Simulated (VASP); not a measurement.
# AlBAs2 (R-3m) in VASP: a series of runs

The runs below take AlBAs2 through relaxation of cell and atoms, single point, with PBE.

All numbers are computed with VASP 6.6.1; they aren't measurements. Logs are shortened: lines on timing, memory, paths and dates and some standing lists are left out, and cuts for length are marked.

### 1 The cell of the first run

The structure is trigonal, space group R-3m (No. 166). Conventional cell: a = 3.608 Å, b = 3.608 Å, c = 19.953 Å, α = 90.00°, β = 90.00°, γ = 120.00°. Al (site symmetry -3m) has 2 As at 2.14 Å within 2.8 Å. Within 3.2 Å of B (site symmetry -3m) lie 6 As at 2.40 Å. Within 2.8 Å of As (site symmetry 3m) lie 1 Al at 2.14 Å and 3 B at 2.40 Å.

The cell was built from a structure type or drawn by symmetry, and may not be a known phase.

### 2 Relaxation of cell and atoms, PBE

INCAR reads:

```
SYSTEM = AlBAs2
ALGO = Normal
EDIFF = 1E-6
EDIFFG = -0.04
ENCUT = 600
GGA = PE
IBRION = 2
ISIF = 3
ISMEAR = 0
LASPH = .TRUE.
LCHARG = .FALSE.
LREAL = .FALSE.
LWAVE = .FALSE.
NELM = 100
NSW = 90
PREC = Accurate
SIGMA = 0.1
```

KPOINTS reads:

```
k-points
0
G
  6 6 6
  0 0 0
```

POSCAR reads:

```
AlBAs2
1.0
    1.8040835700      1.0415881400      6.6511569700
   -1.8040835700      1.0415881400      6.6511569700
    0.0000000000     -2.0831762700      6.6511569700
Al B As
1 1 2
Direct
    0.0000000000      0.0000000000      0.0000000000
    0.5000000000      0.5000000000      0.5000000000
    0.8928409800      0.8928409800      0.8928409800
    0.1071590200      0.1071590200      0.1071590200
```

Potentials or basis: VASP PAW PBE potentials, release 64 (Al, B, As).

Run with:

```console
$ cat potpaw_PBE.64/Al/POTCAR potpaw_PBE.64/B/POTCAR potpaw_PBE.64/As/POTCAR > POTCAR
$ mpirun -np 1 vasp_std > vasp.out
```

OUTCAR:

```text
SYSTEM = AlBAs2
   EDIFF = 1E-6
   EDIFFG = -0.04
   ENCUT = 600
   GGA = PE
   IBRION = 2
   ISIF = 3
   ISMEAR = 0
   LASPH = .TRUE.
   LREAL = .FALSE.
   NELM = 100
   NSW = 90
   PREC = Accurate

 ion  position               nearest neighbor table
   1  0.000  0.000  0.000-   3 2.14   4 2.14
   2  0.500  0.500  0.500-   4 2.40   4 2.40   3 2.40   3 2.40   4 2.40   3 2.40
   3  0.893  0.893  0.893-   1 2.14   2 2.40   2 2.40   2 2.40
   4  0.107  0.107  0.107-   1 2.14   2 2.40   2 2.40   2 2.40

  LATTYP: Found a trigonal (rhomboedric) cell.
 ALAT       =     6.9697569843
 COS(alpha) =     0.8659990035

  Lattice vectors:

 A1 = (   1.8040835700,   1.0415881400,   6.6511569700)
 A2 = (  -1.8040835700,   1.0415881400,   6.6511569700)
 A3 = (   0.0000000000,  -2.0831762700,   6.6511569700)

Analysis of symmetry for initial positions (statically):
=====================================================================
 Subroutine PRICEL returns:
 Original cell was already a primitive cell.

 Routine SETGRP: Setting up the symmetry group for a
 trigonal (rhombohedral) supercell.

 Subroutine GETGRP returns: Found 12 space group operations
 (whereof 12 operations were pure point group operations)
 out of a pool of 12 trial point group operations.

The static configuration has the point symmetry D_3d.

Analysis of symmetry for dynamics (positions and initial velocities):
=====================================================================
 Subroutine PRICEL returns:
 Original cell was already a primitive cell.

 Routine SETGRP: Setting up the symmetry group for a
 trigonal (rhombohedral) supercell.

 Subroutine GETGRP returns: Found 12 space group operations
 (whereof 12 operations were pure point group operations)
 out of a pool of 12 trial point group operations.

The dynamic configuration has the point symmetry D_3d.

 Subroutine INISYM returns: Found 12 space group operations
 (whereof 12 operations are pure point group operations),
 and found     1 'primitive' translations

----------------------------------------------------------------------------------------

                                     Primitive cell

  volume of cell :      74.9896

  direct lattice vectors                    reciprocal lattice vectors
     1.804083570  1.041588140  6.651156970     0.277149024  0.160012063  0.050116594
    -1.804083570  1.041588140  6.651156970    -0.277149024  0.160012063  0.050116594
     0.000000000 -2.083176270  6.651156970     0.000000000 -0.320024126  0.050116594

  length of vectors
     6.969756984  6.969756984  6.969756984     0.323924551  0.323924551  0.323924550

  position of ions in fractional coordinates (direct lattice)
     0.000000000  0.000000000  0.000000000
     0.500000000  0.500000000  0.500000000
     0.892840980  0.892840980  0.892840980
     0.107159020  0.107159020  0.107159020

  ion indices of the primitive-cell ions
   primitive index   ion index
                 1           1
                 2           2
                 3           3
                 4           4

----------------------------------------------------------------------------------------

 KPOINTS: k-points

Automatic generation of k-mesh.
 Grid dimensions read from file:
 generate k-points for:    6    6    6

 Generating k-lattice:

  Cartesian coordinates                     Fractional coordinates (reciprocal lattice)
     0.046191504  0.026668677  0.008352766     0.166666667 -0.000000000  0.000000000
    -0.046191504  0.026668677  0.008352766    -0.000000000  0.166666667  0.000000000
     0.000000000 -0.053337354  0.008352766     0.000000000  0.000000000  0.166666667

  Length of vectors
     0.053987425  0.053987425  0.053987425

  Shift w.r.t. Gamma in fractional coordinates (k-lattice)
     0.000000000  0.000000000  0.000000000

 Subroutine IBZKPT returns following result:
 ===========================================

 Found     32 irreducible k-points:

 Following reciprocal coordinates:
            Coordinates               Weight
  0.000000  0.000000  0.000000      1.000000
  0.166667 -0.000000  0.000000      6.000000
  0.333333 -0.000000  0.000000      6.000000
  0.500000  0.000000 -0.000000      3.000000
  0.166667  0.166667 -0.000000      6.000000
  0.333333  0.166667 -0.000000     12.000000
[... 16 lines left out ...]
  0.500000  0.500000  0.166667      6.000000
 -0.333333  0.500000  0.166667     12.000000
 [... further k-points ...]
   k-points           NKPTS =     32   k-points in BZ     NKDIM =     32   number of bands    NBANDS=     12
   number of dos      NEDOS =    301   number of ions     NIONS =      4
   total plane-waves  NPLWV = 175616
   dimension x,y,z NGX =    56 NGY =   56 NGZ =   56
   dimension x,y,z NGXF=   112 NGYF=  112 NGZF=  112
   ions per type =               1   1   2
   NGX,Y,Z   is equivalent  to a cutoff of  13.36, 13.36, 13.36 a.u.
   NGXF,Y,Z  is equivalent  to a cutoff of  26.71, 26.71, 26.71 a.u.
 SYSTEM =  AlBAs2
   PREC   = accura    normal or accurate (medium, high low for compatibility)
   ISTART =      0    job   : 0-new  1-cont  2-samecut
   ICHARG =      2    charge: 1-file 2-atom 10-const
   ISPIN  =      1    spin polarized calculation?
   LNONCOLLINEAR =      F non collinear calculations
   LSORBIT =      F    spin-orbit coupling
   LASPH  =      T    aspherical Exc in radial PAW
   ENCUT  =  600.0 eV  44.10 Ry    6.64 a.u.  13.92 13.92 13.92*2*pi/ulx,y,z
   NELM   =    100;   NELMIN=  2; NELMDL= -5     # of ELM steps
   EDIFF  = 0.1E-05   stopping-criterion for ELM
   LREAL  =      F    real-space projection
   EDIFFG = -.4E-01   stopping-criterion for IOM
   NSW    =     90    number of steps for IOM
   IBRION =      2    ionic relax: 0-MD 1-quasi-New 2-CG
   NFREE  =      1    steps in history (QN), initial steepest desc. (CG)
   ISIF   =      3    stress and relaxation
   ISYM   =      2    0-nonsym 1-usesym 2-fastsym
   POTIM  = 0.5000    time-step for ionic-motion
   TEBEG  =    0.0;   TEEND  =   0.0 temperature during run
   PSTRESS=    0.0 pullay stress
   NELECT =      16.0000    total number of electrons
   NUPDOWN=      -1.0000    fix difference up-down
   EMIN   =  10.00;   EMAX   =-10.00  energy-range for DOS
   EFERMI =   0.00;   METHOD = LEGACY
   ISMEAR =     0;   SIGMA  =   0.10  broadening in eV -4-tet -1-fermi 0-gaus
   EFERMI_NEDOS =   21; number of points for ismear=-14 and -15
   IALGO  =     38    algorithm
   IMIX   =      4    mixing-type and parameters
     AMIX     =   0.40;   BMIX     =  1.00
     AMIX_MAG =   1.60;   BMIX_MAG =  1.00
  volume/ion in A,a.u.               =      18.75       126.51
  Fermi-wavevector in a.u.,A,eV,Ry     =   0.978245  1.848616 13.020285  0.956964
  Thomas-Fermi vector in A             =   2.109006
   LORBIT       =      0    0 simple, 1 ext, 2 COOP (PROOUT), +10 PAW based schemes
   GGA     = PE    functional components
   LHFCALC =     F    Hartree Fock is set to
   AEXX    =    0.0000 exact exchange contribution
   IVDW    =     0    specifies the selected vdW correction
   LEPSILON=     F    determine dielectric tensor
   LRPA    =     F    only Hartree local field effects (RPA)
 conjugate gradient relaxation of ions
 non-spin polarized calculation
 Gauss-broadening in eV      SIGMA  =   0.10
  energy-cutoff  :      600.00
  volume of cell :       74.99
 maximum number of plane-waves:      2518
   NGX = 27   NGY = 27   NGZ = 27

--------------------------------------- Ionic step        1  -------------------------------------------

 number of electron      16.0000001 magnetization

 Free energy of the ion-electron system (eV)
  ---------------------------------------------------
  ext. energy  EPLUGINS =         0.00000000
  ---------------------------------------------------
  free energy    TOTEN  =       -16.07615831 eV

  energy without entropy =      -16.06795189  energy(sigma->0) =      -16.07205510

------------------------ aborting loop because EDIFF is reached ----------------------------------------

  FORCE on cell =-STRESS in cart. coord.  units (eV):
  Direction    XX          YY          ZZ          XY          YZ          ZX
  --------------------------------------------------------------------------------------
  -------------------------------------------------------------------------------------
  Total       -5.3919098     -5.3919099     16.6606970      0.0000000      0.0000000      0.0000000
  in kB     -115.1998940   -115.1998944    355.9611692      0.0000000      0.0000002      0.0000000
  external PRESSURE =      41.8537936 kB  Pullay stress =       0.0000000 kB
[... 61 lines left out ...]
  energy  without entropy=      -17.5175591654  energy(sigma->0) =      -17.52255287

--------------------------------------- Ionic step        3  -------------------------------------------

 number of electron      15.9999999 magnetization

 E-fermi :   4.6137     XC(G=0):  -9.6300

 val. band max:        4.5668372325   @ k =   0.3333   0.1667   0.1667
 cond. band min:       4.7211215780   @ k =  -0.1667   0.5000   0.1667
 fundamental gap:      0.1542843455
 Fermi energy:         4.6136703524

 k-point     1 :       0.0000    0.0000    0.0000
  band No.  band energies     occupation
      1      -9.6973      2.00000
      2      -6.6461      2.00000
      3      -2.9245      2.00000
      4       2.3456      2.00000
      5       2.6249      2.00000
      6       4.1162      2.00000
      7       4.1162      2.00000
      8       5.6816      0.00000
      9       5.6816      0.00000
     10       8.1702      0.00000
     11       8.3415      0.00000
     12       9.1600      0.00000
[... 376 lines left out ...]
  FREE ENERGIE OF THE ION-ELECTRON SYSTEM (eV)
  ---------------------------------------------------
  free  energy   TOTEN  =       -17.5944441415 eV

  energy  without entropy=      -17.5901018238  energy(sigma->0) =      -17.59227298

[... ionic steps 4 to 13 ...]

--------------------------------------- Ionic step       14  -------------------------------------------

 number of electron      15.9999999 magnetization

------------------------ aborting loop because EDIFF is reached ----------------------------------------

  FORCE on cell =-STRESS in cart. coord.  units (eV):
  Direction    XX          YY          ZZ          XY          YZ          ZX
  --------------------------------------------------------------------------------------
  -------------------------------------------------------------------------------------
  Total        0.0775539      0.0775539      0.2551095      0.0000000      0.0000000      0.0000000
  in kB        1.8766744      1.8766744      6.1732198      0.0000000      0.0000000      0.0000000
  external PRESSURE =       3.3088562 kB  Pullay stress =       0.0000000 kB
[... 61 lines left out ...]
  energy  without entropy=      -17.8936888247  energy(sigma->0) =      -17.89770334

--------------------------------------- Ionic step       16  -------------------------------------------

 number of electron      16.0000000 magnetization

 Free energy of the ion-electron system (eV)
  ---------------------------------------------------
  ext. energy  EPLUGINS =         0.00000000
  ---------------------------------------------------
  free energy    TOTEN  =       -17.90188487 eV

  energy without entropy =      -17.89364422  energy(sigma->0) =      -17.89776454

 E-fermi :   6.0006     XC(G=0): -10.3059

 val. band max:        5.9948662419   @ k =  -0.1667   0.1667   0.0000
 cond. band min:       6.1673575165   @ k =  -0.1667   0.3333   0.1667
 fundamental gap:      0.1724912746
 Fermi energy:         6.0006259487

 k-point     1 :       0.0000    0.0000    0.0000
  band No.  band energies     occupation
      1      -9.3349      2.00000
      2      -6.4741      2.00000
      3      -2.4955      2.00000
      4       2.8313      2.00000
      5       2.8444      2.00000
      6       6.4625      0.00000
      7       6.4625      0.00000
      8       8.5838      0.00000
      9       8.5838      0.00000
     10      11.5899      0.00000
     11      11.6763      0.00000
     12      11.6763      0.00000
[... 376 lines left out ...]
  FREE ENERGIE OF THE ION-ELECTRON SYSTEM (eV)
  ---------------------------------------------------
  free  energy   TOTEN  =       -17.9018848678 eV

  energy  without entropy=      -17.8936442157  energy(sigma->0) =      -17.89776454

 reached required accuracy - stopping structural energy minimisation
```

Wall time 11 min (1 thread of Intel Xeon Platinum 8559C (Emerald Rapids), shared host); peak memory 0.49 GiB.

What came out:

```
Free energy                           : -17.9019 eV
Relaxed volume                        : 16.65 Å³/atom
Relaxed cell                          : a = 7.890 Å, b = 7.890 Å, c = 7.890 Å, α = 23.14°, β = 23.14°, γ = 23.14°
Space group after relaxing (to 0.1 Å) : R-3m (No. 166)
Energy gained by relaxing             : 456.4 meV/atom
Ionic steps                           : 16
Pressure after relaxing               : -0.3 GPa
Largest force after relaxing          : 0.016 eV/Å
Band gap on the k mesh                : zero (bands 8 and 9 overlap by 3.40 eV)
```

Forces on the atoms (eV/Å):
```
Al   0.000  0.000  0.000
B    0.000  0.000  0.000
As   0.000  0.000 -0.016
As   0.000  0.000  0.016
```

The path:
| step | energy change (eV) | largest force (eV/Å) | pressure (GPa) | volume (Å³) |
| --- | --- | --- | --- | --- |
| 1 | 0.0000 | 4.0585 | 4.19 | 74.99 |
| 2 | -1.4514 | 0.3869 | -6.45 | 78.73 |
| 3 | -1.5183 | 0.0419 | -6.94 | 77.87 |
| 4 | -1.7279 | 0.9081 | 0.48 | 69.61 |
| 5 | -1.7283 | 0.8652 | 0.11 | 69.92 |
| 6 | -1.7778 | 0.3318 | -0.35 | 68.82 |
| 7 | -1.8006 | 0.1507 | -0.59 | 67.99 |
| 8 | -1.7883 | 0.8689 | -0.80 | 66.33 |
| 9 | -1.8109 | 0.1116 | -0.76 | 67.45 |
| 10 | -1.8117 | 0.2930 | -0.81 | 67.18 |
| 11 | -1.8119 | 0.2320 | -0.80 | 67.27 |
| 12 | -1.8205 | 0.2875 | 0.40 | 65.77 |
| 13 | -1.8212 | 0.2743 | 0.12 | 66.09 |
| 14 | -1.8256 | 0.0290 | 0.33 | 66.21 |
| 15 | -1.8256 | 0.0217 | 0.32 | 66.21 |
| 16 | -1.8257 | 0.0156 | -0.25 | 66.59 |

Final structure:
```
Al B As
1.0
     1.58250    0.91365    7.67542
    -1.58250    0.91365    7.67542
     0.00000   -1.82731    7.67542
Al B As
1 1 2
Cartesian
  0.0000 0.0000 23.0263
  0.0000 0.0000 11.5131
  0.0000 0.0000 20.4630
  0.0000 0.0000 2.5632
```

### 3 Single point, PBE

This run uses another cell than the first one, of 16.59 Å³/atom.

INCAR reads:

```
  ALGO = Normal
  EDIFF = 1E-6
  ENCUT = 520
  GGA = PE
  ISIF = 2
  ISMEAR = 0
  LASPH = T
  LCHARG = F
  LREAL = F
  LWAVE = F
  NBANDS = 16
  NELM = 60
  PREC = Accurate
  SIGMA = 0.1
```

KPOINTS reads:

```
k-points
0
Gamma
  18 18 18
```

POSCAR reads:

```
AlBAs2
1.0
    1.5660133469      0.9041382274      7.8107964464
   -1.5660133469      0.9041382274      7.8107964464
    0.0000000000     -1.8082764547      7.8107964464
Al B As
1 1 2
Direct
    0.0000000000      0.0000000000      0.0000000000
    0.5000000000      0.5000000000      0.5000000000
    0.8879527793      0.8879527793      0.8879527793
    0.1120472207      0.1120472207      0.1120472207
```

Potentials or basis: VASP PAW PBE potentials, release 64 (Al, B, As).

Run with:

```console
$ cat potpaw_PBE.64/Al/POTCAR potpaw_PBE.64/B/POTCAR potpaw_PBE.64/As/POTCAR > POTCAR
$ mpirun -np 1 vasp_std > vasp.out
```

Wall time 26 min (1 thread of Intel Xeon Platinum 8559C (Emerald Rapids), shared host); peak memory 0.98 GiB.

It converged, with:

| Property | Result |
| --- | --- |
| Free energy | -17.9721 eV |
| Pressure | 0.2 GPa |
| Largest force | 0.027 eV/Å |
| Band gap on the k mesh | zero (bands 8 and 9 overlap by 4.04 eV) |

Forces on the atoms (eV/Å):
```
Al   0.000  0.000  0.000
B    0.000  0.000  0.000
As   0.000  0.000  0.027
As   0.000  0.000 -0.027
```

Levels at points of the mesh, in eV from the Fermi level:
```
           k point  band 5  band 6  band 7  band 8  band 9  band 10  band 11  band 12
(0.00, 0.00, 0.00)   -3.45    0.43    0.43    2.62    2.62     5.27     5.73     5.73
(0.50, 0.00, 0.00)   -4.47   -2.68   -2.65   -0.80    0.24     1.50     1.82     2.71
(0.50, 0.50, 0.00)   -3.69   -3.10   -2.66   -1.78    0.15     1.59     2.26     4.55
(0.50, 0.50, 0.50)   -0.02    0.43    0.43    2.60    2.60     2.69     5.84     5.84
```
